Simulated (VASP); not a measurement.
# AlNi (P4/mmm) in VASP: notebook

The runs below take AlNi through single point, with PBEsol.

All numbers are computed with VASP 6.6.1; they aren't measurements. Logs are shortened: lines on timing, memory, paths and dates and some standing lists are left out, and cuts for length are marked.

## (1) The cell of the first run

It takes space group P4/mmm (No. 123, tetragonal). Conventional cell: a = 2.859 Å, b = 2.859 Å, c = 2.869 Å, α = 90.00°, β = 90.00°, γ = 90.00°. Al (site symmetry 4/mmm) has 8 Ni at 2.48 Å and 6 Al at 2.86 to 2.87 Å within 3.3 Å. Within 3.3 Å of Ni (site symmetry 4/mmm) lie 8 Al at 2.48 Å and 6 Ni at 2.86 to 2.87 Å.

## (2) Single point, PBEsol

INCAR reads:

```
SYSTEM = AlNi
ALGO = Normal ; EDIFF = 1E-7
ENCUT = 520 ; GGA = PS
ISIF = 2 ; ISMEAR = 0
LASPH = .TRUE. ; LCHARG = .FALSE.
LREAL = .FALSE. ; LWAVE = .FALSE.
NBANDS = 14 ; NELM = 100
PREC = Accurate ; SIGMA = 0.1
```

KPOINTS reads:

```
k-points
0
G
  16 16 14
  0 0 0
```

POSCAR reads:

```
AlNi
1.0
    2.0213280873     -2.0213497885      0.0000000000
    2.0213280873      2.0213497885      0.0000000000
    0.0000000000      0.0000000000      2.8694088113
Al Ni
1 1
Direct
    0.0000000000      0.0000000000      0.0000000000
    0.5000000000      0.5000000000      0.5000000000
```

Potentials or basis: VASP PAW PBE potentials, release 64 (Al, Ni).

Command:

```console
$ cat potpaw_PBE.64/Al/POTCAR potpaw_PBE.64/Ni/POTCAR > POTCAR
$ mpirun -np 1 vasp_std > vasp.out
```

OUTCAR:

```text
SYSTEM = AlNi
   EDIFF = 1E-7
   ENCUT = 520
   GGA = PS
   ISIF = 2
   ISMEAR = 0
   LASPH = .TRUE.
   LREAL = .FALSE.
   NELM = 100
   PREC = Accurate

 ion  position               nearest neighbor table
   1  0.000  0.000  0.000-   2 2.48   2 2.48   2 2.48   2 2.48   2 2.48   2 2.48   2 2.48   2 2.48

   2  0.500  0.500  0.500-   1 2.48   1 2.48   1 2.48   1 2.48   1 2.48   1 2.48   1 2.48   1 2.48

  LATTYP: Found a base centered orthorhombic cell.
 ALAT       =     4.0426561746
 B/A-ratio  =     1.0000107361
 C/A-ratio  =     0.7097830454

  Lattice vectors:

 A1 = (   2.0213280873,  -2.0213497885,   0.0000000000)
 A2 = (   2.0213280873,   2.0213497885,   0.0000000000)
 A3 = (   0.0000000000,   0.0000000000,   2.8694088113)

Analysis of symmetry for initial positions (statically):
=====================================================================
 Subroutine PRICEL returns:
 Original cell was already a primitive cell.

 Routine SETGRP: Setting up the symmetry group for a
 base centered orthorhombic supercell.

 Subroutine GETGRP returns: Found  8 space group operations
 (whereof  8 operations were pure point group operations)
 out of a pool of  8 trial point group operations.

The static configuration has the point symmetry D_2h.

Analysis of symmetry for dynamics (positions and initial velocities):
=====================================================================
 Subroutine PRICEL returns:
 Original cell was already a primitive cell.

 Routine SETGRP: Setting up the symmetry group for a
 base centered orthorhombic supercell.

 Subroutine GETGRP returns: Found  8 space group operations
 (whereof  8 operations were pure point group operations)
 out of a pool of  8 trial point group operations.

The dynamic configuration has the point symmetry D_2h.

 Subroutine INISYM returns: Found  8 space group operations
 (whereof  8 operations are pure point group operations),
 and found     1 'primitive' translations

----------------------------------------------------------------------------------------

                                     Primitive cell

  volume of cell :      23.4477

  direct lattice vectors                    reciprocal lattice vectors
     2.021328087 -2.021349788  0.000000000     0.247362120 -0.247359464  0.000000000
     2.021328087  2.021349788  0.000000000     0.247362120  0.247359464  0.000000000
     0.000000000  0.000000000  2.869408811     0.000000000  0.000000000  0.348503844

  length of vectors
     2.858604940  2.858604940  2.869408811     0.349820986  0.349820986  0.348503844

  position of ions in fractional coordinates (direct lattice)
     0.000000000  0.000000000  0.000000000
     0.500000000  0.500000000  0.500000000

  ion indices of the primitive-cell ions
   primitive index   ion index
                 1           1
                 2           2

----------------------------------------------------------------------------------------

 KPOINTS: k-points

Automatic generation of k-mesh.
 Grid dimensions read from file:
 generate k-points for:   16   16   14

 Generating k-lattice:

  Cartesian coordinates                     Fractional coordinates (reciprocal lattice)
     0.015460132 -0.015459966  0.000000000     0.062500000  0.000000000  0.000000000
     0.015460132  0.015459966  0.000000000     0.000000000  0.062500000  0.000000000
     0.000000000  0.000000000  0.024893132     0.000000000  0.000000000  0.071428571

  Length of vectors
     0.021863812  0.021863812  0.024893132

  Shift w.r.t. Gamma in fractional coordinates (k-lattice)
     0.000000000  0.000000000  0.000000000

 Subroutine IBZKPT returns following result:
 ===========================================

 Found    584 irreducible k-points:

 Following reciprocal coordinates:
            Coordinates               Weight
  0.000000  0.000000  0.000000      1.000000
  0.062500  0.000000  0.000000      4.000000
  0.125000  0.000000  0.000000      4.000000
  0.187500  0.000000  0.000000      4.000000
  0.250000  0.000000  0.000000      4.000000
  0.312500  0.000000  0.000000      4.000000
[... 16 lines left out ...]
 -0.125000  0.062500  0.000000      4.000000
 -0.062500  0.062500  0.000000      2.000000
 [... further k-points ...]
   k-points           NKPTS =    584   k-points in BZ     NKDIM =    584   number of bands    NBANDS=     14
   number of dos      NEDOS =    301   number of ions     NIONS =      2
   total plane-waves  NPLWV =  13824
   dimension x,y,z NGX =    24 NGY =   24 NGZ =   24
   dimension x,y,z NGXF=    48 NGYF=   48 NGZF=   48
   ions per type =               1   1
   NGX,Y,Z   is equivalent  to a cutoff of  13.96, 13.96, 13.90 a.u.
   NGXF,Y,Z  is equivalent  to a cutoff of  27.92, 27.92, 27.81 a.u.
 SYSTEM =  AlNi
   PREC   = accura    normal or accurate (medium, high low for compatibility)
   ISTART =      0    job   : 0-new  1-cont  2-samecut
   ICHARG =      2    charge: 1-file 2-atom 10-const
   ISPIN  =      1    spin polarized calculation?
   LNONCOLLINEAR =      F non collinear calculations
   LSORBIT =      F    spin-orbit coupling
   LASPH  =      T    aspherical Exc in radial PAW
   ENCUT  =  520.0 eV  38.22 Ry    6.18 a.u.   5.32  5.32  5.34*2*pi/ulx,y,z
   NELM   =    100;   NELMIN=  2; NELMDL= -5     # of ELM steps
   EDIFF  = 0.1E-06   stopping-criterion for ELM
   LREAL  =      F    real-space projection
   EDIFFG = 0.1E-05   stopping-criterion for IOM
   NSW    =      0    number of steps for IOM
   IBRION =     -1    ionic relax: 0-MD 1-quasi-New 2-CG
   NFREE  =      0    steps in history (QN), initial steepest desc. (CG)
   ISIF   =      2    stress and relaxation
   ISYM   =      2    0-nonsym 1-usesym 2-fastsym
   POTIM  = 0.5000    time-step for ionic-motion
   TEBEG  =    0.0;   TEEND  =   0.0 temperature during run
   PSTRESS=    0.0 pullay stress
   NELECT =      13.0000    total number of electrons
   NUPDOWN=      -1.0000    fix difference up-down
   EMIN   =  10.00;   EMAX   =-10.00  energy-range for DOS
   EFERMI =   0.00;   METHOD = LEGACY
   ISMEAR =     0;   SIGMA  =   0.10  broadening in eV -4-tet -1-fermi 0-gaus
   EFERMI_NEDOS =   21; number of points for ismear=-14 and -15
   IALGO  =     38    algorithm
   IMIX   =      4    mixing-type and parameters
     AMIX     =   0.40;   BMIX     =  1.00
     AMIX_MAG =   1.60;   BMIX_MAG =  1.00
  volume/ion in A,a.u.               =      11.72        79.12
  Fermi-wavevector in a.u.,A,eV,Ry     =   1.344897  2.541487 24.609512  1.808748
  Thomas-Fermi vector in A             =   2.472854
   LORBIT       =      0    0 simple, 1 ext, 2 COOP (PROOUT), +10 PAW based schemes
   GGA     = PS    functional components
   LHFCALC =     F    Hartree Fock is set to
   AEXX    =    0.0000 exact exchange contribution
   IVDW    =     0    specifies the selected vdW correction
   LEPSILON=     F    determine dielectric tensor
   LRPA    =     F    only Hartree local field effects (RPA)
 non-spin polarized calculation
 Gauss-broadening in eV      SIGMA  =   0.10
  energy-cutoff  :      520.00
  volume of cell :       23.45
 maximum number of plane-waves:       653
 NGX is ok and might be reduce to    24
   NGX = 11   NGY = 11   NGZ = 11

 number of electron      13.0000011 magnetization

 Free energy of the ion-electron system (eV)
  ---------------------------------------------------
  ext. energy  EPLUGINS =         0.00000000
  ---------------------------------------------------
  free energy    TOTEN  =       -11.58886425 eV

  energy without entropy =      -11.58529190  energy(sigma->0) =      -11.58707808

 E-fermi :  10.1472     XC(G=0): -12.2616

 val. band max:       10.1305962143   @ k =  -0.2500   0.0625   0.3571
 cond. band min:      10.1626700321   @ k =  -0.4375   0.3125   0.5000
 fundamental gap:      0.0320738179
 Fermi energy:        10.1471662823

 k-point     1 :       0.0000    0.0000    0.0000
  band No.  band energies     occupation
      1      -1.1174      2.00000
      2       6.8275      2.00000
      3       6.8285      2.00000
      4       8.5747      2.00000
      5       8.5747      2.00000
      6       8.5836      2.00000
      7      15.6471      0.00000
      8      15.7837      0.00000
      9      15.7838      0.00000
     10      18.3524      0.00000
     11      18.3834      0.00000
     12      24.2419      0.00000
     13      31.2578      0.00000
     14      31.2734      0.00000

 k-point     2 :       0.0625    0.0000    0.0000
  band No.  band energies     occupation
      1      -1.0442      2.00000
      2       6.8240      2.00000
      3       6.8454      2.00000
      4       8.5417      2.00000
      5       8.5513      2.00000
      6       8.5782      2.00000
      7      14.9757      0.00000
      8      15.7444      0.00000
      9      15.8804      0.00000
     10      18.3631      0.00000
     11      19.1103      0.00000
     12      24.4968      0.00000
     13      30.3803      0.00000
     14      30.4788      0.00000

 k-point     3 :       0.1250    0.0000    0.0000
  band No.  band energies     occupation
      1      -0.8255      2.00000
      2       6.7974      2.00000
      3       6.8960      2.00000
      4       8.4505      2.00000
      5       8.4618      2.00000
      6       8.5882      2.00000
      7      13.5732      0.00000
      8      16.0288      0.00000
      9      16.1629      0.00000
     10      18.3733      0.00000
     11      20.2589      0.00000
     12      25.3020      0.00000
     13      28.8687      0.00000
     14      28.9750      0.00000

 k-point     4 :       0.1875    0.0000    0.0000
  band No.  band energies     occupation
      1      -0.4637      2.00000
      2       6.7019      2.00000
      3       6.9731      2.00000
      4       8.3210      2.00000
      5       8.3346      2.00000
      6       8.6031      2.00000
      7      12.1944      0.00000
      8      16.4815      0.00000
      9      16.6133      0.00000
     10      18.3894      0.00000
     11      21.2180      0.00000
     12      26.6700      0.00000
     13      27.3158      0.00000
     14      27.4261      0.00000

 k-point     5 :       0.2500    0.0000    0.0000
  band No.  band energies     occupation
      1       0.0366      2.00000
      2       6.4501      2.00000
      3       7.0662      2.00000
      4       8.1775      2.00000
      5       8.1934      2.00000
      6       8.6208      2.00000
      7      11.0330      0.00000
      8      17.0797      0.00000
      9      17.2090      0.00000
     10      18.4105      0.00000
     11      21.9854      0.00000
[... 276 lines left out ...]
 k-point    22 :      -0.1875    0.0625    0.0000
  band No.  band energies     occupation
      1      -0.3920      2.00000
      2       6.7245      2.00000
      3       6.9748      2.00000
      4       8.2924      2.00000
      5       8.3246      2.00000
      6       8.5733      2.00000
      7      12.2563      0.00000
      8      15.7485      0.00000
      9      16.5750      0.00000
     10      18.9528      0.00000
     11      21.5954      0.00000
     12      26.5126      0.00000
     13      26.7975      0.00000
     14      27.3620      0.00000

 k-point    23 :      -0.1250    0.0625    0.0000
  band No.  band energies     occupation
      1      -0.7530      2.00000
      2       6.8142      2.00000
      3       6.8977      2.00000
      4       8.4236      2.00000
      5       8.4526      2.00000
      6       8.5582      2.00000
      7      13.6292      0.00000
      8      15.3634      0.00000
      9      16.1242      0.00000
     10      18.8758      0.00000
     11      20.5909      0.00000
     12      25.4837      0.00000
     13      28.0429      0.00000
     14      28.9074      0.00000

 k-point    24 :      -0.0625    0.0625    0.0000
  band No.  band energies     occupation
      1      -0.9712      2.00000
      2       6.8327      2.00000
      3       6.8514      2.00000
      4       8.5173      2.00000
      5       8.5371      2.00000
      6       8.5537      2.00000
      7      14.9012      0.00000
      8      15.2402      0.00000
      9      15.8411      0.00000
     10      18.7295      0.00000
     11      19.5024      0.00000
     12      24.7324      0.00000
     13      29.5591      0.00000
     14      30.3327      0.00000

 [... further k-points ...]
[... 5 lines left out ...]
  --------------------------------------------------------------------------------------
  -------------------------------------------------------------------------------------
  Total        0.0190712      0.0186673      0.0193331      0.0000000      0.0000000      0.0000000
  in kB        1.3031288      1.2755334      1.3210260      0.0000000      0.0000000      0.0000000
  external PRESSURE =       1.2998961 kB  Pullay stress =       0.0000000 kB

 VOLUME and BASIS-vectors are now :
 -----------------------------------------------------------------------------
  energy-cutoff  :      520.00
  volume of cell :       23.45
      direct lattice vectors                 reciprocal lattice vectors
     2.021328087 -2.021349788  0.000000000     0.247362120 -0.247359464  0.000000000
     2.021328087  2.021349788  0.000000000     0.247362120  0.247359464  0.000000000
     0.000000000  0.000000000  2.869408811     0.000000000  0.000000000  0.348503844

 POSITION                                       TOTAL-FORCE (eV/Angst)
 -----------------------------------------------------------------------------------
      0.00000      0.00000      0.00000         0.000000      0.000000      0.000000
      2.02133      0.00000      1.43470         0.000000      0.000000      0.000000
 -----------------------------------------------------------------------------------
    total drift:                                0.000000     -0.000000     -0.000000

  FREE ENERGIE OF THE ION-ELECTRON SYSTEM (eV)
  ---------------------------------------------------
  free  energy   TOTEN  =       -11.5888642516 eV

  energy  without entropy=      -11.5852919047  energy(sigma->0) =      -11.58707808
```

Wall time 88 s (1 thread of Intel Xeon Platinum 8259CL at 2.50GHz (Skylake/Cascade Lake), shared host); peak memory 0.3 GiB.

Results:

```
Free energy : -11.5889 eV
Pressure    : 0.1 GPa
```

Caveat: the PAW data sets were made with another functional, which shifts forces and pressure a little.

## (3) Single point, PBEsol

INCAR is that of step 2.

KPOINTS is that of step 2.

POSCAR reads:

```
AlNi
1.0
    2.0213280449     -2.0213497276      0.0000000000
    2.0213280449      2.0213497276      0.0000000000
    0.0000000000      0.0000000000      2.8694088860
Al Ni
1 1
Direct
    0.0000000000      0.0000000000      0.0000000000
    0.5000000000      0.5000000000      0.5000000000
```

Potentials or basis: VASP PAW PBE potentials, release 64 (Al, Ni).

Command:

```console
$ cat potpaw_PBE.64/Al/POTCAR potpaw_PBE.64/Ni/POTCAR > POTCAR
$ mpirun -np 1 vasp_std > vasp.out
```

It took 66 s on 1 thread of Intel Xeon Platinum 8488C (Sapphire Rapids), shared host; peak memory 0.31 GiB.

The run converged. Its results:

| Quantity | Value |
| --- | --- |
| Free energy | -11.5889 eV |
| Pressure | 0.1 GPa |

Levels at points of the mesh, in eV from the Fermi level:
```
           k point  band 3  band 4  band 5  band 6  band 7  band 8  band 9  band 10  band 11  band 12
(0.00, 0.00, 0.00)   -3.32   -1.57   -1.57   -1.56    5.50    5.64    5.64     8.21     8.24    14.09
(0.50, 0.00, 0.00)   -2.83   -2.31   -2.29   -1.48   -0.64    8.33   10.02    10.15    11.05    11.16
(0.50, 0.50, 0.00)   -2.90   -2.90   -2.13   -2.13   -1.02    1.53    2.63    12.45    15.24    15.24
(0.00, 0.00, 0.50)   -2.83   -2.29   -2.29   -1.47   -0.66    8.33   10.13    10.13    11.12    11.12
(0.50, 0.00, 0.50)   -2.94   -2.92   -2.12   -2.11   -1.03    1.50    2.59    12.55    15.30    15.34
(0.50, 0.50, 0.50)   -4.18   -1.00   -0.99    1.97    1.98    1.98    3.91     4.56     4.56     4.60
```

Caveat: the PAW data sets were made with another functional, which shifts forces and pressure a little. Spin polarisation is off, so any magnetic state and its effect on volume and gap are missing.

(Continued in part 2 of 2.)
